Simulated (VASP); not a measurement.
Write the native input for VASP 6.6.1 that does the following.

| Property | Result |
| --- | --- |
| Task | single point |
| Functional | PBE |
| Potentials or basis | VASP PAW PBE potentials, release 64 (W_sv) |
| Cutoff | 520 eV |
| k mesh | 20 × 20 × 20 |
| Occupations | gaussian, width 0.15 eV |
| Spin | no spin polarisation |
| Dipole correction | no |
| Further INCAR settings | ALGO = Fast; EDIFF = 1e-06; NBANDS = 13 |

The structure of W lies in POSCAR:

```
W
1.0
   -1.5973000000      1.6272493750      1.6272493750
    1.5973000000     -1.5673506250      1.5673506250
    1.5973000000      1.5673506250     -1.5673506250
W
1
Direct
    0.0000000000      0.0000000000      0.0000000000
```

This cell differs from its parent crystal: strain +0.0375 x Voigt [0, 0, 0, 1, 0, 0].

These files were run (other wordings do the same):

INCAR

```
SYSTEM = W
  ALGO = Fast
  EDIFF = 1E-6
  ENCUT = 520
  GGA = PE
  ISIF = 2
  ISMEAR = 0
  LASPH = .True.
  LCHARG = .False.
  LREAL = .False.
  LWAVE = .False.
  NBANDS = 13
  NELM = 60
  PREC = Accurate
  SIGMA = 0.15
```

KPOINTS

```
k-points
0
Gamma
  20 20 20
  0 0 0
```

Potentials or basis: VASP PAW PBE potentials, release 64 (W_sv).

Run with:

```console
$ cat potpaw_PBE.64/W_sv/POTCAR > POTCAR
$ mpirun -np 1 vasp_std > vasp.out
```

It gave:

| Property | Result |
| --- | --- |
| Pressure | -2.3 GPa |
| Band gap on the k mesh | zero (bands 7 and 8 overlap by 5.59 eV) |

Caveat: the cell differs from its parent crystal (strain +0.0375 x Voigt [0, 0, 0, 1, 0, 0]); spin-orbit coupling is left out, which moves the levels of the heavy elements.

Run time: 5.8 min on 1 thread of Intel Xeon 8259CL (shared host), peak memory 0.33 GiB.
